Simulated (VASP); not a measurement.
# Bi2Se3 (R-3m) in VASP: notebook

The runs below take Bi2Se3 through single point, with PBEsol.

Everything below comes from runs of VASP 6.6.1. Logs are shortened: lines on timing, memory, paths and dates and some standing lists are left out, and cuts for length are marked.

### 1 The cell of the first run

The structure is trigonal, space group R-3m (No. 166). Conventional cell: a = 4.309 Å, b = 4.309 Å, c = 30.927 Å, α = 90.00°, β = 90.00°, γ = 120.00°. Bi (site symmetry 3m) has 6 Se at 3.00 to 3.25 Å within 3.9 Å. Within 4.6 Å of Se (site symmetry -3m) lie 6 Bi at 3.25 Å and 12 Se at 4.31 to 4.51 Å. Within 3.9 Å of Se (site symmetry 3m) lie 3 Bi at 3.00 Å and 3 Se at 3.73 Å.

### 2 Single point, PBEsol (strain +0.040 along x and y, +0.080 along z)

INCAR

```
SYSTEM = Bi2Se3
  ALGO = Normal
  EDIFF = 1E-6
  ENCUT = 520
  GGA = PS
  ISIF = 2
  ISMEAR = 0
  LASPH = .True.
  LCHARG = .False.
  LREAL = .False.
  LWAVE = .False.
  NBANDS = 32
  NELM = 80
  PREC = Accurate
  SIGMA = 0.03
```

KPOINTS

```
k-points
0
Gamma
  12 12 12
  0 0 0
```

POSCAR

```
Bi2Se3
1.0
    2.1543592687      1.2438199037     10.3089564000
   -2.1543592687      1.2438199037     10.3089564000
    0.0000000000     -2.4876398074     10.3089564000
Bi Se
2 3
Direct
    0.4008000000      0.4008000000      0.4008000000
    0.5992000000      0.5992000000      0.5992000000
    0.0000000000      0.0000000000      0.0000000000
    0.2117000000      0.2117000000      0.2117000000
    0.7883000000      0.7883000000      0.7883000000
```

Potentials or basis: VASP PAW PBE potentials, release 64 (Bi_d, Se).

The run is started by

```console
$ cat potpaw_PBE.64/Bi_d/POTCAR potpaw_PBE.64/Se/POTCAR > POTCAR
$ mpirun -np 1 vasp_std > vasp.out
```

OUTCAR:

```text
SYSTEM = Bi2Se3
   EDIFF = 1E-6
   ENCUT = 520
   GGA = PS
   ISIF = 2
   ISMEAR = 0
   LASPH = .True.
   LREAL = .False.
   NELM = 80
   PREC = Accurate

 ion  position               nearest neighbor table
   1  0.401  0.401  0.401-   5 3.00   5 3.00   5 3.00   3 3.25   3 3.25   3 3.25
   2  0.599  0.599  0.599-   4 3.00   4 3.00   4 3.00   3 3.25   3 3.25   3 3.25
   3  0.000  0.000  0.000-   2 3.25   1 3.25   2 3.25   2 3.25   1 3.25   1 3.25
   4  0.212  0.212  0.212-   2 3.00   2 3.00   2 3.00
   5  0.788  0.788  0.788-   1 3.00   1 3.00   1 3.00

  LATTYP: Found a trigonal (rhomboedric) cell.
 ALAT       =    10.6048542597
 COS(alpha) =     0.9174614480

  Lattice vectors:

 A1 = (   2.1543592687,   1.2438199037,  10.3089564000)
 A2 = (  -2.1543592687,   1.2438199037,  10.3089564000)
 A3 = (   0.0000000000,  -2.4876398074,  10.3089564000)

Analysis of symmetry for initial positions (statically):
=====================================================================
 Subroutine PRICEL returns:
 Original cell was already a primitive cell.

 Routine SETGRP: Setting up the symmetry group for a
 trigonal (rhombohedral) supercell.

 Subroutine GETGRP returns: Found 12 space group operations
 (whereof 12 operations were pure point group operations)
 out of a pool of 12 trial point group operations.

The static configuration has the point symmetry D_3d.

Analysis of symmetry for dynamics (positions and initial velocities):
=====================================================================
 Subroutine PRICEL returns:
 Original cell was already a primitive cell.

 Routine SETGRP: Setting up the symmetry group for a
 trigonal (rhombohedral) supercell.

 Subroutine GETGRP returns: Found 12 space group operations
 (whereof 12 operations were pure point group operations)
 out of a pool of 12 trial point group operations.

The dynamic configuration has the point symmetry D_3d.

 Subroutine INISYM returns: Found 12 space group operations
 (whereof 12 operations are pure point group operations),
 and found     1 'primitive' translations

----------------------------------------------------------------------------------------

                                     Primitive cell

  volume of cell :     165.7454

  direct lattice vectors                    reciprocal lattice vectors
     2.154359269  1.243819904 10.308956400     0.232087566  0.133995819  0.032334343
    -2.154359269  1.243819904 10.308956400    -0.232087566  0.133995819  0.032334343
     0.000000000 -2.487639807 10.308956400     0.000000000 -0.267991638  0.032334343

  length of vectors
    10.604854260 10.604854260 10.604854260     0.269935229  0.269935229  0.269935229

  position of ions in fractional coordinates (direct lattice)
     0.400800000  0.400800000  0.400800000
     0.599200000  0.599200000  0.599200000
     0.000000000  0.000000000  0.000000000
     0.211700000  0.211700000  0.211700000
     0.788300000  0.788300000  0.788300000

  ion indices of the primitive-cell ions
   primitive index   ion index
                 1           1
                 2           2
                 3           3
                 4           4
                 5           5

----------------------------------------------------------------------------------------

 KPOINTS: k-points

Automatic generation of k-mesh.
 Grid dimensions read from file:
 generate k-points for:   12   12   12

 Generating k-lattice:

  Cartesian coordinates                     Fractional coordinates (reciprocal lattice)
     0.019340631  0.011166318  0.002694529     0.083333333 -0.000000000  0.000000000
    -0.019340631  0.011166318  0.002694529    -0.000000000  0.083333333  0.000000000
     0.000000000 -0.022332636  0.002694529     0.000000000  0.000000000  0.083333333

  Length of vectors
     0.022494602  0.022494602  0.022494602

  Shift w.r.t. Gamma in fractional coordinates (k-lattice)
     0.000000000  0.000000000  0.000000000

 Subroutine IBZKPT returns following result:
 ===========================================

 Found    189 irreducible k-points:

 Following reciprocal coordinates:
            Coordinates               Weight
  0.000000  0.000000  0.000000      1.000000
  0.083333 -0.000000  0.000000      6.000000
  0.166667  0.000000 -0.000000      6.000000
  0.250000 -0.000000 -0.000000      6.000000
  0.333333  0.000000  0.000000      6.000000
  0.416667  0.000000  0.000000      6.000000
[... 16 lines left out ...]
  0.500000  0.166667 -0.000000     12.000000
 -0.416667  0.166667  0.000000     12.000000
 [... further k-points ...]
   k-points           NKPTS =    189   k-points in BZ     NKDIM =    189   number of bands    NBANDS=     32
   number of dos      NEDOS =    301   number of ions     NIONS =      5
   total plane-waves  NPLWV = 512000
   dimension x,y,z NGX =    80 NGY =   80 NGZ =   80
   dimension x,y,z NGXF=   160 NGYF=  160 NGZF=  160
   ions per type =               2   3
   NGX,Y,Z   is equivalent  to a cutoff of  12.54, 12.54, 12.54 a.u.
   NGXF,Y,Z  is equivalent  to a cutoff of  25.08, 25.08, 25.08 a.u.
 SYSTEM =  Bi2Se3
   PREC   = accura    normal or accurate (medium, high low for compatibility)
   ISTART =      0    job   : 0-new  1-cont  2-samecut
   ICHARG =      2    charge: 1-file 2-atom 10-const
   ISPIN  =      1    spin polarized calculation?
   LNONCOLLINEAR =      F non collinear calculations
   LSORBIT =      F    spin-orbit coupling
   LASPH  =      T    aspherical Exc in radial PAW
   ENCUT  =  520.0 eV  38.22 Ry    6.18 a.u.  19.72 19.72 19.72*2*pi/ulx,y,z
   NELM   =     80;   NELMIN=  2; NELMDL= -5     # of ELM steps
   EDIFF  = 0.1E-05   stopping-criterion for ELM
   LREAL  =      F    real-space projection
   EDIFFG = 0.1E-04   stopping-criterion for IOM
   NSW    =      0    number of steps for IOM
   IBRION =     -1    ionic relax: 0-MD 1-quasi-New 2-CG
   NFREE  =      0    steps in history (QN), initial steepest desc. (CG)
   ISIF   =      2    stress and relaxation
   ISYM   =      2    0-nonsym 1-usesym 2-fastsym
   POTIM  = 0.5000    time-step for ionic-motion
   TEBEG  =    0.0;   TEEND  =   0.0 temperature during run
   PSTRESS=    0.0 pullay stress
   NELECT =      48.0000    total number of electrons
   NUPDOWN=      -1.0000    fix difference up-down
   EMIN   =  10.00;   EMAX   =-10.00  energy-range for DOS
   EFERMI =   0.00;   METHOD = LEGACY
   ISMEAR =     0;   SIGMA  =   0.03  broadening in eV -4-tet -1-fermi 0-gaus
   EFERMI_NEDOS =   21; number of points for ismear=-14 and -15
   IALGO  =     38    algorithm
   IMIX   =      4    mixing-type and parameters
     AMIX     =   0.40;   BMIX     =  1.00
     AMIX_MAG =   1.60;   BMIX_MAG =  1.00
  volume/ion in A,a.u.               =      33.15       223.70
  Fermi-wavevector in a.u.,A,eV,Ry     =   1.083115  2.046791 15.961524  1.173139
  Thomas-Fermi vector in A             =   2.219173
   LORBIT       =      0    0 simple, 1 ext, 2 COOP (PROOUT), +10 PAW based schemes
   GGA     = PS    functional components
   LHFCALC =     F    Hartree Fock is set to
   AEXX    =    0.0000 exact exchange contribution
   IVDW    =     0    specifies the selected vdW correction
   LEPSILON=     F    determine dielectric tensor
   LRPA    =     F    only Hartree local field effects (RPA)
 non-spin polarized calculation
 Gauss-broadening in eV      SIGMA  =   0.03
  energy-cutoff  :      520.00
  volume of cell :      165.75
 maximum number of plane-waves:      4486
   NGX = 39   NGY = 39   NGZ = 39

 number of electron      48.0000004 magnetization

 Free energy of the ion-electron system (eV)
  ---------------------------------------------------
  ext. energy  EPLUGINS =         0.00000000
  ---------------------------------------------------
  free energy    TOTEN  =       -21.41001072 eV

  energy without entropy =      -21.41001072  energy(sigma->0) =      -21.41001072

 E-fermi :   3.2435     XC(G=0):  -8.9935

 val. band max:        3.0782441217   @ k =   0.0000   0.0000   0.0000
 cond. band min:       3.4274844382   @ k =   0.0000   0.0000   0.0000
 fundamental gap:      0.3492403166
 Fermi energy:         3.2435479053

 k-point     1 :       0.0000    0.0000    0.0000
  band No.  band energies     occupation
      1     -19.8046      2.00000
      2     -19.8046      2.00000
      3     -19.8044      2.00000
      4     -19.8044      2.00000
      5     -19.7977      2.00000
      6     -19.7964      2.00000
[... 24 lines left out ...]
     31       8.9917      0.00000
     32       9.4327      0.00000

 k-point     2 :       0.0833   -0.0000    0.0000
  band No.  band energies     occupation
      1     -19.8047      2.00000
      2     -19.8046      2.00000
      3     -19.8035      2.00000
      4     -19.8034      2.00000
      5     -19.7971      2.00000
      6     -19.7958      2.00000
[... 24 lines left out ...]
     31       8.9995      0.00000
     32       9.5653      0.00000

 k-point     3 :       0.1667    0.0000   -0.0000
  band No.  band energies     occupation
      1     -19.8054      2.00000
      2     -19.8051      2.00000
      3     -19.8006      2.00000
      4     -19.8005      2.00000
      5     -19.7954      2.00000
      6     -19.7941      2.00000
[... 24 lines left out ...]
     31       8.5734      0.00000
     32       9.3623      0.00000

 k-point     4 :       0.2500   -0.0000   -0.0000
  band No.  band energies     occupation
      1     -19.8067      2.00000
      2     -19.8061      2.00000
      3     -19.7967      2.00000
      4     -19.7966      2.00000
      5     -19.7935      2.00000
      6     -19.7921      2.00000
[... 654 lines left out ...]
     31       8.4905      0.00000
     32       9.1992      0.00000

 k-point    23 :       0.5000    0.1667   -0.0000
  band No.  band energies     occupation
      1     -19.8053      2.00000
      2     -19.8046      2.00000
      3     -19.7964      2.00000
      4     -19.7948      2.00000
      5     -19.7928      2.00000
      6     -19.7922      2.00000
[... 24 lines left out ...]
     31       8.4225      0.00000
     32       9.1034      0.00000

 k-point    24 :      -0.4167    0.1667    0.0000
  band No.  band energies     occupation
      1     -19.8055      2.00000
      2     -19.8047      2.00000
      3     -19.7969      2.00000
      4     -19.7951      2.00000
      5     -19.7920      2.00000
      6     -19.7913      2.00000
[... 24 lines left out ...]
     31       8.3228      0.00000
     32       9.1085      0.00000

 [... further k-points ...]

------------------------ aborting loop because EDIFF is reached ----------------------------------------

  FORCE on cell =-STRESS in cart. coord.  units (eV):
  Direction    XX          YY          ZZ          XY          YZ          ZX
  --------------------------------------------------------------------------------------
  -------------------------------------------------------------------------------------
  Total       -6.8998827     -6.8998827     -8.2469790      0.0000000      0.0000000      0.0000000
  in kB      -66.6976764    -66.6976764    -79.7193751      0.0000000      0.0000000      0.0000000
  external PRESSURE =     -71.0382426 kB  Pullay stress =       0.0000000 kB

 VOLUME and BASIS-vectors are now :
 -----------------------------------------------------------------------------
  energy-cutoff  :      520.00
  volume of cell :      165.75
      direct lattice vectors                 reciprocal lattice vectors
     2.154359269  1.243819904 10.308956400     0.232087566  0.133995819  0.032334343
    -2.154359269  1.243819904 10.308956400    -0.232087566  0.133995819  0.032334343
     0.000000000 -2.487639807 10.308956400     0.000000000 -0.267991638  0.032334343

 POSITION                                       TOTAL-FORCE (eV/Angst)
 -----------------------------------------------------------------------------------
      0.00000      0.00000     12.39549         0.000000     -0.000000      0.242499
      0.00000      0.00000     18.53138         0.000000      0.000000     -0.242499
      0.00000      0.00000      0.00000         0.000000      0.000000     -0.000000
      0.00000      0.00000      6.54722         0.000000      0.000000      1.035648
      0.00000      0.00000     24.37965         0.000000     -0.000000     -1.035648
 -----------------------------------------------------------------------------------
    total drift:                                0.000000      0.000000     -0.000000

  FREE ENERGIE OF THE ION-ELECTRON SYSTEM (eV)
  ---------------------------------------------------
  free  energy   TOTEN  =       -21.4100107161 eV

  energy  without entropy=      -21.4100107161  energy(sigma->0) =      -21.41001072
```

Wall time 1.9 h (1 thread of Oxide Virtual Turin-like, shared host); peak memory 1.4 GiB.

What came out:

| Property | Result |
| --- | --- |
| Free energy | -21.4100 eV |
| Pressure | -7.1 GPa |
| Largest force | 1.036 eV/Å |
| Band gap on the k mesh | 0.35 eV |

Forces in eV/Å, atoms in the order of the input:
```
Bi   0.000  0.000  0.242
Bi   0.000  0.000 -0.242
Se   0.000  0.000  0.000
Se   0.000  0.000  1.036
Se   0.000  0.000 -1.036
```

Levels at points of the mesh, in eV from the valence-band top:
```csv
k point,band 20,band 21,band 22,band 23,band 24,band 25,band 26,band 27,band 28,band 29
"(0.00, 0.00, 0.00)",-1.26,-1.26,-0.69,-0.69,0.00,0.35,1.55,1.55,2.14,2.49
"(0.50, 0.00, 0.00)",-2.42,-2.27,-1.66,-0.79,-0.48,0.90,1.89,2.62,2.81,3.51
"(0.50, 0.50, 0.00)",-1.94,-1.62,-1.41,-1.05,-0.90,1.28,1.88,2.34,2.66,3.11
"(0.50, 0.50, 0.50)",-1.12,-1.12,-0.78,-0.78,-0.46,0.80,1.76,1.76,1.96,2.28
```

Caveat: the cell differs from its parent crystal (strain +0.040 along x and y, +0.080 along z); the cell stands under tension; the PAW data sets were made with another functional, which shifts forces and pressure a little; spin-orbit coupling is left out, which moves the levels of the heavy elements.

### 3 Single point, PBEsol (strain +0.040 along x and y, +0.000 along z)

INCAR

```
SYSTEM = Bi2Se3
ALGO = Normal
EDIFF = 1E-6
ENCUT = 520
GGA = PS
ISIF = 2
ISMEAR = 0
LASPH = .True.
LCHARG = .True.
LELF = .True.
LREAL = .False.
LVHAR = .True.
LWAVE = .False.
NBANDS = 32
NELM = 60
PREC = Accurate
SIGMA = 0.03
```

KPOINTS is that of step 2.

POSCAR: that of step 2 with these lines changed.

```diff
@@ -2,5 +2,5 @@
 1.0
-    2.1543592687      1.2438199037     10.3089564000
-   -2.1543592687      1.2438199037     10.3089564000
-    0.0000000000     -2.4876398074     10.3089564000
+    2.1543592687      1.2438199037      9.5453300000
+   -2.1543592687      1.2438199037      9.5453300000
+    0.0000000000     -2.4876398074      9.5453300000
 Bi Se
```

Potentials or basis: VASP PAW PBE potentials, release 64 (Bi_d, Se).

The run is started by

```console
$ cat potpaw_PBE.64/Bi_d/POTCAR potpaw_PBE.64/Se/POTCAR > POTCAR
$ mpirun -np 1 vasp_std > vasp.out
```

OUTCAR:

```text
SYSTEM = Bi2Se3
   EDIFF = 1E-6
   ENCUT = 520
   GGA = PS
   ISIF = 2
   ISMEAR = 0
   LASPH = .True.
   LREAL = .False.
   NELM = 60
   PREC = Accurate

 ion  position               nearest neighbor table
   1  0.401  0.401  0.401-   5 2.93   5 2.93   5 2.93   3 3.15   3 3.15   3 3.15
   2  0.599  0.599  0.599-   4 2.93   4 2.93   4 2.93   3 3.15   3 3.15   3 3.15
   3  0.000  0.000  0.000-   2 3.15   1 3.15   2 3.15   2 3.15   1 3.15   1 3.15
[... 1047 lines left out ...]
  --------------------------------------------------------------------------------------
  -------------------------------------------------------------------------------------
  Total       -4.7821860     -4.7821860     -3.2109184     -0.0000000     -0.0000000      0.0000000
  in kB      -49.9251314    -49.9251314    -33.5213906     -0.0000000     -0.0000000      0.0000000
  external PRESSURE =     -44.4572178 kB  Pullay stress =       0.0000000 kB

 VOLUME and BASIS-vectors are now :
 -----------------------------------------------------------------------------
  energy-cutoff  :      520.00
  volume of cell :      153.47
      direct lattice vectors                 reciprocal lattice vectors
     2.154359269  1.243819904  9.545330000     0.232087566  0.133995819  0.034921091
    -2.154359269  1.243819904  9.545330000    -0.232087566  0.133995819  0.034921091
     0.000000000 -2.487639807  9.545330000     0.000000000 -0.267991638  0.034921091

 POSITION                                       TOTAL-FORCE (eV/Angst)
 -----------------------------------------------------------------------------------
      0.00000      0.00000     11.47730         0.000000     -0.000000      0.073018
      0.00000      0.00000     17.15869         0.000000     -0.000000     -0.073018
      0.00000      0.00000      0.00000         0.000000      0.000000     -0.000000
      0.00000      0.00000      6.06224         0.000000     -0.000000      0.379130
      0.00000      0.00000     22.57375         0.000000      0.000000     -0.379130
 -----------------------------------------------------------------------------------
    total drift:                                0.000000      0.000000     -0.000000

  FREE ENERGIE OF THE ION-ELECTRON SYSTEM (eV)
  ---------------------------------------------------
  free  energy   TOTEN  =       -21.8479782790 eV

  energy  without entropy=      -21.8479738476  energy(sigma->0) =      -21.84797606
```

stdout:

```text
POSCAR found type information on POSCAR BiSe
 POSCAR found :  2 types and       5 ions
 scaLAPACK will be used
 -----------------------------------------------------------------------------
|                                                                             |
|                                                                             |
|     You enforced a specific xc type in the INCAR file but a different       |
|     I HOPE YOU KNOW WHAT YOU ARE DOING!                                     |
|                                                                             |
 -----------------------------------------------------------------------------

 LDA part: xc-table for (Slater+PW92), standard interpolation
 POSCAR, INCAR and KPOINTS ok, starting setup
 FFT: planning ... GRIDC
 FFT: planning ... GRID_SOFT
 FFT: planning ... GRID
 WAVECAR not read
 entering main loop
```

Run time: 1.5 h. Hardware: 1 thread of Oxide Virtual Turin-like, shared host; peak memory 1.4 GiB.

Results:

```yaml
Free_energy: -21.8480 eV
Pressure: -4.4 GPa
Largest_force: 0.379 eV/Å
Band_gap_on_the_k_mesh: 0.07 eV
```

Forces on the atoms (eV/Å):
```
Bi   0.000  0.000  0.073
Bi   0.000  0.000 -0.073
Se   0.000  0.000  0.000
Se   0.000  0.000  0.379
Se   0.000  0.000 -0.379
```

Stress tensor (GPa, compression positive):
```
-4.99  0.00  0.00
 0.00 -4.99  0.00
 0.00  0.00 -3.35
```

Caveat: the cell differs from its parent crystal (strain +0.040 along x and y, +0.000 along z); the cell stands under tension; the PAW data sets were made with another functional, which shifts forces and pressure a little; spin-orbit coupling is left out, which moves the levels of the heavy elements. A k mesh can miss the band edges.
